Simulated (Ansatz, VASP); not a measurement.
# ZrB6 in VASP and in Ansatz

```xyz
7
Lattice="3.8189 0.0000 0.0000 0.0000 3.8189 0.0000 0.0000 0.0000 3.8189" Properties=species:S:1:pos:R:3 pbc="T T T"
B     0.7523    1.9095    1.9095
B     1.9095    0.7523    1.9095
B     3.0666    1.9095    1.9095
B     1.9095    3.0666    1.9095
B     1.9095    1.9095    0.7523
B     1.9095    1.9095    3.0666
Zr    0.0000    0.0000    0.0000
```

Alike in both runs: task single point; functional r2SCAN; k mesh 9 × 9 × 9; no spin polarisation.

|  | VASP | Ansatz |
| --- | --- | --- |
| version | VASP 6.6.1 | Ansatz 0.2.0 |
| potentials or method | VASP PAW PBE potentials, release 64 (B, Zr_sv), cutoff 520 eV | PAW plane waves |
| occupations | fermi-dirac, width 0.1 eV | fermi-dirac |
| valence electrons in the cell | 30 | 30 |

|  | VASP | Ansatz | Ansatz less VASP |
| --- | --- | --- | --- |
| rms of the force components (eV/Å) | 0.287 | 0.245 | -0.0416 |

VASP's potentials were made for PBE, not for r2SCAN. Atom by atom the forces differ by 0.042 eV/Å (rms over components).
